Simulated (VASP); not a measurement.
Input of a VASP 6.6.1 run:

File POSCAR:

```
Ti3Se
1.0
    3.2186213523      0.0000000000      0.0000000000
   -1.6093106762      2.7874078563      0.0000000000
    0.0000000000      0.0000000000      7.9953474932
Se Ti
1 3
Direct
    0.0000000000      0.0000000000      0.0000000000
    0.6666666667      0.3333333333      0.5000000000
    0.3333333333      0.6666666667      0.7729020000
    0.3333333333      0.6666666667      0.2270980000
```

Contents of INCAR.step1:

```
SYSTEM = Ti3Se
  PREC = Accurate
  ENCUT = 520
  ISMEAR = -1
  SIGMA = 0.05
  LREAL = .FALSE.
  LASPH = .TRUE.
  NELM = 60
  NBANDS = 29
  GGA = PE
  ALGO = Normal
  EDIFF = 1E-4
  LWAVE = .TRUE.
  LCHARG = .FALSE.
```

INCAR.step2

```
SYSTEM = Ti3Se
  PREC = Accurate
  ENCUT = 520
  EDIFF = 1E-6
  ISMEAR = -1
  SIGMA = 0.05
  LREAL = .FALSE.
  LASPH = .TRUE.
  NELM = 60
  ALGO = Normal
  ISIF = 2
  LWAVE = .FALSE.
  LCHARG = .FALSE.
  METAGGA = R2SCAN
  LMIXTAU = .TRUE.
  NBANDS = 29
  ISTART = 1
```

The input KPOINTS:

```
regular mesh
0
G
  10 10 4
  0 0 0
```

Potentials or basis: VASP PAW PBE potentials, release 64 (Se, Ti_sv).

The run is started by

```console
$ cat potpaw_PBE.64/Se/POTCAR potpaw_PBE.64/Ti_sv/POTCAR > POTCAR
$ cp INCAR.step1 INCAR
$ mpirun -np 1 vasp_std > vasp.out
$ cp INCAR.step2 INCAR
$ mpirun -np 1 vasp_std > vasp.out
```

What does it give for the largest force?

0.104 eV/Å.

What does it give for the pressure?

-2.6 GPa.

Predict the band gap on the k mesh.

zero (band 21 reaches 8.37 eV, above the bottom of band 22 at 7.73 eV).

Forces in eV/Å, atoms in the order of the input:
```
Se   0.000  0.000  0.000
Ti   0.000  0.000  0.000
Ti   0.000  0.000  0.104
Ti   0.000  0.000 -0.104
```

Caveat: the PAW data sets were made with another functional, which shifts forces and pressure a little.
